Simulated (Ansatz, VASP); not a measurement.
**Au: VASP beside Ansatz**

File INCAR:

```
SYSTEM = Au
ALGO = Normal
EDIFF = 1E-6
ENCUT = 520
GGA = PS
ISIF = 2
ISMEAR = 0
LASPH = .TRUE.
LCHARG = .FALSE.
LREAL = .FALSE.
LWAVE = .FALSE.
NBANDS = 12
NELM = 60
PREC = Accurate
SIGMA = 0.15
```

Contents of KPOINTS:

```
k-points
0
G
  20 20 20
  0 0 0
```

The input POSCAR:

```
Au
1.0
    0.0000000000      2.0455000000      1.9636800000
    2.0455000000      0.0000000000      1.9636800000
    2.0455000000      2.0455000000      0.0000000000
Au
1
Direct
    0.0000000000      0.0000000000      0.0000000000
```

Input for Ansatz:

```yaml
crystal:
  lattice:
    - [0.0, 2.0455, 1.96368]
    - [2.0455, 0.0, 1.96368]
    - [2.0455, 2.0455, 0.0]
  atoms:
    - { symbol: Au, position: [0.0, 0.0, 0.0] }
basis:
  ecutwfc: 420
kpoints:
  mp_grid: { grid: [20, 20, 20] }
hamiltonian:
  xc: pbesol
scf:
  occupations: { method: gaussian, width: 0.15 }
output:
  forces: true
  stress: true
  eigenvalues: true
```

Change from the starting cell: strain +0.000 along x and y, -0.040 along z, atoms carried along.

Alike in both runs: task single point; functional PBEsol; k mesh 20 × 20 × 20; occupations gaussian, width 0.15 eV; no spin polarisation.

|  | VASP | Ansatz |
| --- | --- | --- |
| version | VASP 6.6.1 | Ansatz 0.2.0 |
| potentials or method | VASP PAW PBE potentials, release 64 (Au), cutoff 520 eV | scalar-relativistic, plane waves, PAW |
| valence electrons in the cell | 11 | 19 |

Ansatz gave:

| Quantity | Value |
| --- | --- |
| gap on the k mesh at the Fermi level (eV) | none |
| pressure (GPa) | 6.8 |
| traceless stress, the component that is largest in VASP (GPa) | 0.82 |

Task: Estimate VASP's values.

Result: gap on the k mesh at the Fermi level (eV): none; pressure (GPa): 6.5; traceless stress, the component that is largest in VASP (GPa): 0.83.

VASP's potentials were made for PBE, not for PBEsol. A gap of «none» marks a metal or a gap that the smearing closes. The functional is the same, so the differences come from potentials, cutoffs and numerics. VASP's potentials hold 11 valence electrons a cell and Ansatz's 19, so a difference there can come from the potentials and not from the codes.

Spin-orbit coupling is off throughout.
